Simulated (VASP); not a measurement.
# MgI2 (P-3m1) in VASP: further runs

Runs on MgI2. Level: PBE. Tasks: single point.

Program: VASP 6.6.1. These are calculated values, not measurements. Logs are shortened: lines on timing, memory, paths and dates and some standing lists are left out, and cuts for length are marked.

## (1) The cell of the first run

Symmetry: P-3m1, No. 164, trigonal system. Conventional cell: a = 4.139 Å, b = 4.139 Å, c = 7.685 Å, α = 90.00°, β = 90.00°, γ = 120.00°. Within 3.8 Å of Mg (site symmetry -3m) lie 6 I at 2.88 Å. I (site symmetry 3m) has 3 Mg at 2.88 Å within 3.8 Å.

## (2) Single point, PBE

File INCAR:

```
SYSTEM = MgI2
ALGO = Normal
EDIFF = 1E-6
ENCUT = 520
GGA = PE
ISIF = 2
ISMEAR = 0
LASPH = .TRUE.
LCHARG = .FALSE.
LREAL = .FALSE.
LWAVE = .FALSE.
NBANDS = 15
NELM = 60
PREC = Accurate
SIGMA = 0.05
```

File KPOINTS:

```
k-points
0
G
  6 6 4
  0 0 0
```

File POSCAR:

```
MgI2
1.0
    4.1387920735      0.0000000000      0.0000000000
   -2.0693960368      3.5842990767      0.0000000000
    0.0000000000      0.0000000000      7.6847014931
Mg I
1 2
Direct
    0.0000000000      0.0000000000      0.0000000000
    0.3333333333      0.6666666667      0.7897071656
    0.6666666667      0.3333333333      0.2102928344
```

Potentials or basis: VASP PAW PBE potentials, release 64 (Mg, I).

On the command line:

```
$ cat potpaw_PBE.64/Mg/POTCAR potpaw_PBE.64/I/POTCAR > POTCAR
$ mpirun -np 1 vasp_std > vasp.out
```

OUTCAR:

```text
SYSTEM = MgI2
   EDIFF = 1E-6
   ENCUT = 520
   GGA = PE
   ISIF = 2
   ISMEAR = 0
   LASPH = .TRUE.
   LREAL = .FALSE.
   NELM = 60
   PREC = Accurate

 ion  position               nearest neighbor table
   1  0.000  0.000  0.000-   2 2.88   3 2.88   3 2.88   2 2.88   3 2.88   2 2.88
   2  0.333  0.667  0.790-   1 2.88   1 2.88   1 2.88
   3  0.667  0.333  0.210-   1 2.88   1 2.88   1 2.88

  LATTYP: Found a hexagonal cell.
 ALAT       =     4.1387920735
 C/A-ratio  =     1.8567498334

  Lattice vectors:

 A1 = (   4.1387920735,   0.0000000000,   0.0000000000)
 A2 = (  -2.0693960368,   3.5842990767,   0.0000000000)
 A3 = (   0.0000000000,   0.0000000000,   7.6847014931)

Analysis of symmetry for initial positions (statically):
[... 33 lines left out ...]
                                     Primitive cell

  volume of cell :     114.0000

  direct lattice vectors                    reciprocal lattice vectors
     4.138792074  0.000000000  0.000000000     0.241616390  0.139497288  0.000000000
    -2.069396037  3.584299077  0.000000000     0.000000000  0.278994576  0.000000000
     0.000000000  0.000000000  7.684701493     0.000000000  0.000000000  0.130128672

  length of vectors
     4.138792074  4.138792074  7.684701493     0.278994576  0.278994576  0.130128672

  position of ions in fractional coordinates (direct lattice)
     0.000000000  0.000000000  0.000000000
     0.333333333  0.666666667  0.789707166
     0.666666667  0.333333333  0.210292834

  ion indices of the primitive-cell ions
   primitive index   ion index
                 1           1
                 2           2
                 3           3

----------------------------------------------------------------------------------------

 KPOINTS: k-points

Automatic generation of k-mesh.
 Grid dimensions read from file:
 generate k-points for:    6    6    4

 Generating k-lattice:

  Cartesian coordinates                     Fractional coordinates (reciprocal lattice)
     0.040269398  0.023249548  0.000000000     0.166666667  0.000000000  0.000000000
     0.000000000  0.046499096  0.000000000     0.000000000  0.166666667  0.000000000
     0.000000000  0.000000000  0.032532168     0.000000000  0.000000000  0.250000000

  Length of vectors
     0.046499096  0.046499096  0.032532168

  Shift w.r.t. Gamma in fractional coordinates (k-lattice)
[... 9 lines left out ...]
  0.000000  0.000000  0.000000      1.000000
  0.166667  0.000000  0.000000      6.000000
  0.333333  0.000000  0.000000      6.000000
  0.500000  0.000000  0.000000      3.000000
  0.166667  0.166667  0.000000      6.000000
  0.333333  0.166667  0.000000     12.000000
[... 22 lines left out ...]
   dimension x,y,z NGXF=    64 NGYF=   64 NGZF=  120
   ions per type =               1   2
   NGX,Y,Z   is equivalent  to a cutoff of  12.85, 12.85, 12.98 a.u.
   NGXF,Y,Z  is equivalent  to a cutoff of  25.71, 25.71, 25.96 a.u.
 SYSTEM =  MgI2
   PREC   = accura    normal or accurate (medium, high low for compatibility)
   ISTART =      0    job   : 0-new  1-cont  2-samecut
   ICHARG =      2    charge: 1-file 2-atom 10-const
   ISPIN  =      1    spin polarized calculation?
   LNONCOLLINEAR =      F non collinear calculations
   LSORBIT =      F    spin-orbit coupling
   LASPH  =      T    aspherical Exc in radial PAW
   ENCUT  =  520.0 eV  38.22 Ry    6.18 a.u.   7.70  7.70 14.29*2*pi/ulx,y,z
   NELM   =     60;   NELMIN=  2; NELMDL= -5     # of ELM steps
   EDIFF  = 0.1E-05   stopping-criterion for ELM
   LREAL  =      F    real-space projection
   EDIFFG = 0.1E-04   stopping-criterion for IOM
   NSW    =      0    number of steps for IOM
   IBRION =     -1    ionic relax: 0-MD 1-quasi-New 2-CG
[... 14 lines left out ...]
     AMIX     =   0.40;   BMIX     =  1.00
     AMIX_MAG =   1.60;   BMIX_MAG =  1.00
  volume/ion in A,a.u.               =      38.00       256.44
  Fermi-wavevector in a.u.,A,eV,Ry     =   0.850772  1.607726  9.848075  0.723813
  Thomas-Fermi vector in A             =   1.966801
   LORBIT       =      0    0 simple, 1 ext, 2 COOP (PROOUT), +10 PAW based schemes
   GGA     = PE    functional components
[... 6 lines left out ...]
 Gauss-broadening in eV      SIGMA  =   0.05
  energy-cutoff  :      520.00
  volume of cell :      114.00
 maximum number of plane-waves:      3100
 NGX is ok and might be reduce to    32
   NGX = 15   NGY = 15   NGZ = 29

 number of electron      16.0000001 magnetization

 Free energy of the ion-electron system (eV)
  ---------------------------------------------------
  ext. energy  EPLUGINS =         0.00000000
  ---------------------------------------------------
  free energy    TOTEN  =        -7.69800847 eV

  energy without entropy =       -7.69800847  energy(sigma->0) =       -7.69800847

 E-fermi :   1.5345     XC(G=0):  -7.6026

 val. band max:        1.3014913807   @ k =   0.0000   0.0000   0.0000
 cond. band min:       5.0135192761   @ k =   0.5000   0.0000   0.2500
 fundamental gap:      3.7120278954
 Fermi energy:         1.5344599169

 k-point     1 :       0.0000    0.0000    0.0000
  band No.  band energies     occupation
      1     -10.6760      2.00000
      2     -10.0201      2.00000
      3      -1.8541      2.00000
      4       0.9573      2.00000
      5       0.9573      2.00000
      6       1.0436      2.00000
      7       1.3015      2.00000
      8       1.3015      2.00000
      9       5.2647      0.00000
     10       6.2256      0.00000
     11       8.0336      0.00000
     12       8.0336      0.00000
     13       8.1949      0.00000
     14       9.4306      0.00000
     15       9.4306      0.00000

 k-point     2 :       0.1667    0.0000    0.0000
  band No.  band energies     occupation
      1     -10.5324      2.00000
      2      -9.9414      2.00000
      3      -1.7179      2.00000
      4      -0.0840      2.00000
      5       0.4868      2.00000
      6       0.6454      2.00000
      7       1.0841      2.00000
      8       1.2330      2.00000
      9       6.0787      0.00000
     10       6.7453      0.00000
     11       7.5897      0.00000
     12       8.4846      0.00000
     13       8.5027      0.00000
     14       9.3686      0.00000
     15       9.8567      0.00000

 k-point     3 :       0.3333    0.0000    0.0000
  band No.  band energies     occupation
      1     -10.1914      2.00000
      2      -9.7972      2.00000
      3      -1.8392      2.00000
      4      -1.2586      2.00000
      5      -0.3150      2.00000
      6       0.2020      2.00000
      7       0.9025      2.00000
      8       1.0022      2.00000
      9       5.4734      0.00000
     10       6.8777      0.00000
     11       7.5508      0.00000
     12       8.7937      0.00000
     13       8.8185      0.00000
     14       9.4594      0.00000
     15      10.3504      0.00000

 k-point     4 :       0.5000    0.0000    0.0000
  band No.  band energies     occupation
      1      -9.9557      2.00000
      2      -9.7658      2.00000
      3      -2.3011      2.00000
      4      -1.6043      2.00000
      5      -0.1544      2.00000
      6       0.0206      2.00000
      7       0.6339      2.00000
      8       0.8810      2.00000
      9       5.0377      0.00000
     10       6.8167      0.00000
     11       7.1002      0.00000
     12       8.7386      0.00000
     13       8.9895      0.00000
     14      10.1872      0.00000
     15      10.2393      0.00000
[... 307 lines left out ...]
 k-point    22 :       0.1667    0.1667    0.5000
  band No.  band energies     occupation
      1     -10.2682      2.00000
      2      -9.8528      2.00000
      3      -1.6038      2.00000
      4      -0.9057      2.00000
      5      -0.3317      2.00000
      6       0.5347      2.00000
      7       0.5479      2.00000
      8       0.8697      2.00000
      9       6.2375      0.00000
     10       7.1663      0.00000
     11       8.0124      0.00000
     12       8.4788      0.00000
     13       8.6610      0.00000
     14       8.9174      0.00000
     15      10.0998      0.00000

 k-point    23 :       0.3333    0.1667    0.5000
  band No.  band energies     occupation
      1      -9.9617      2.00000
      2      -9.7628      2.00000
      3      -2.0723      2.00000
      4      -1.4760      2.00000
      5      -0.6009      2.00000
      6      -0.0807      2.00000
      7       0.5276      2.00000
      8       0.8232      2.00000
      9       5.8001      0.00000
     10       7.1537      0.00000
     11       7.8173      0.00000
     12       8.2458      0.00000
     13       8.5015      0.00000
     14       9.9410      0.00000
     15      10.4121      0.00000

 k-point    24 :       0.3333    0.3333    0.5000
  band No.  band energies     occupation
      1      -9.7929      2.00000
      2      -9.7929      2.00000
      3      -1.9309      2.00000
      4      -1.2784      2.00000
      5      -1.2784      2.00000
      6      -0.6767      2.00000
      7       0.6919      2.00000
      8       0.6919      2.00000
      9       6.1689      0.00000
     10       7.5282      0.00000
     11       7.5282      0.00000
     12       8.9845      0.00000
     13       9.6269      0.00000
     14       9.8967      0.00000
     15      10.0326      0.00000

------------------------ aborting loop because EDIFF is reached ----------------------------------------

  FORCE on cell =-STRESS in cart. coord.  units (eV):
  Direction    XX          YY          ZZ          XY          YZ          ZX
  --------------------------------------------------------------------------------------
  -------------------------------------------------------------------------------------
  Total        1.2039366      1.2039366      1.3479733     -0.0000000      0.0000000      0.0000000
  in kB       16.9203502     16.9203502     18.9446692     -0.0000000      0.0000000      0.0000000
  external PRESSURE =      17.5951232 kB  Pullay stress =       0.0000000 kB

 VOLUME and BASIS-vectors are now :
 -----------------------------------------------------------------------------
  energy-cutoff  :      520.00
  volume of cell :      114.00
      direct lattice vectors                 reciprocal lattice vectors
     4.138792074  0.000000000  0.000000000     0.241616390  0.139497288  0.000000000
    -2.069396037  3.584299077  0.000000000     0.000000000  0.278994576  0.000000000
     0.000000000  0.000000000  7.684701493     0.000000000  0.000000000  0.130128672

 POSITION                                       TOTAL-FORCE (eV/Angst)
 -----------------------------------------------------------------------------------
      0.00000      0.00000      0.00000         0.000000      0.000000      0.000000
     -0.00000      2.38953      6.06866         0.000000     -0.000000     -0.411434
      2.06940      1.19477      1.61604        -0.000000      0.000000      0.411434
 -----------------------------------------------------------------------------------
    total drift:                                0.000000     -0.000000      0.000000

  FREE ENERGIE OF THE ION-ELECTRON SYSTEM (eV)
  ---------------------------------------------------
  free  energy   TOTEN  =        -7.6980084682 eV

  energy  without entropy=       -7.6980084682  energy(sigma->0) =       -7.69800847
```

Run time: 24 s. Hardware: 1 thread of Intel Xeon Platinum 8375C at 2.90GHz (Ice Lake), shared host; peak memory 0.25 GiB.

What came out:

* Free energy: -7.6980 eV
* Pressure: 1.8 GPa
* Largest force: 0.411 eV/Å
* Band gap on the k mesh: 3.71 eV, indirect (least direct gap 3.96 eV)

Forces on the atoms (eV/Å):
```
Mg   0.000  0.000  0.000
I    0.000  0.000 -0.411
I    0.000  0.000  0.411
```

Levels at points of the mesh, in eV from the valence-band top:
```csv
k point,band 5,band 6,band 7,band 8,band 9,band 10,band 11,band 12
"(0.00, 0.00, 0.00)",-0.34,-0.26,0.00,0.00,3.96,4.92,6.73,6.73
"(0.50, 0.00, 0.00)",-1.46,-1.28,-0.67,-0.42,3.74,5.52,5.80,7.44
"(0.00, 0.00, 0.50)",-0.33,-0.33,-0.02,-0.02,4.63,4.94,6.68,6.68
"(0.50, 0.00, 0.50)",-1.25,-1.23,-0.66,-0.47,3.71,5.51,5.71,6.36
```

Caveat: spin-orbit coupling is left out, which moves the levels of the heavy elements; this functional lacks dispersion, which binds the layers, so the pressure and a relaxed spacing across them are unreliable. A k mesh can miss the band edges.

## (3) Single point, PBE

File INCAR:

```
PREC = Accurate ; ENCUT = 520
EDIFF = 1E-6 ; ISMEAR = 0
SIGMA = 0.05 ; LREAL = F
LASPH = T ; NELM = 100
ALGO = Normal ; ISIF = 2
LWAVE = F ; LCHARG = T
GGA = PE ; LELF = T
LVHAR = T ; NBANDS = 15
```

File KPOINTS:

```
regular mesh
0
Gamma
  6 6 4
```

File POSCAR:

```
MgI2
1.0
    4.1387920735      0.0000000000      0.0000000000
   -2.0693960368      3.5842990767      0.0000000000
    0.0000000000      0.0000000000      7.6847014931
Mg I
1 2
Direct
    0.0000000000      0.0000000000      0.0000000000
    0.3333333333      0.6666666667      0.7743456377
    0.6666666667      0.3333333333      0.2256543623
```

Potentials or basis: VASP PAW PBE potentials, release 64 (Mg, I).

On the command line:

```
$ cat potpaw_PBE.64/Mg/POTCAR potpaw_PBE.64/I/POTCAR > POTCAR
$ mpirun -np 1 vasp_std > vasp.out
```

It took 26 s on 1 thread of Intel Xeon Platinum 8375C at 2.90GHz (Ice Lake), shared host; peak memory 0.25 GiB.

It converged, with:

```
Free energy            : -7.7209 eV
Pressure               : 0.0 GPa
Largest force          : 0.197 eV/Å
Band gap on the k mesh : 3.46 eV, indirect (least direct gap 3.61 eV)
```

Forces in eV/Å, atoms in the order of the input:
```
Mg   0.000  0.000  0.000
I    0.000  0.000  0.197
I    0.000  0.000 -0.197
```

Stress tensor (GPa, compression positive):
```
 0.46  0.00  0.00
 0.00  0.46  0.00
 0.00  0.00 -0.85
```

Levels at points of the mesh, in eV from the valence-band top:
```tsv
k point	band 6	band 7	band 8	band 9	band 10	band 11
(0.00, 0.00, 0.00)	-0.26	0.00	0.00	3.61	4.93	6.78
(0.50, 0.00, 0.00)	-1.15	-0.86	-0.47	3.57	5.29	5.50
(0.00, 0.00, 0.50)	-0.23	-0.03	-0.03	4.43	4.91	6.72
(0.50, 0.00, 0.50)	-1.10	-0.84	-0.54	3.46	5.20	5.51
```

Caveat: spin-orbit coupling is left out, which moves the levels of the heavy elements; this functional lacks dispersion, which binds the layers, so the pressure and a relaxed spacing across them are unreliable. A k mesh can miss the band edges.
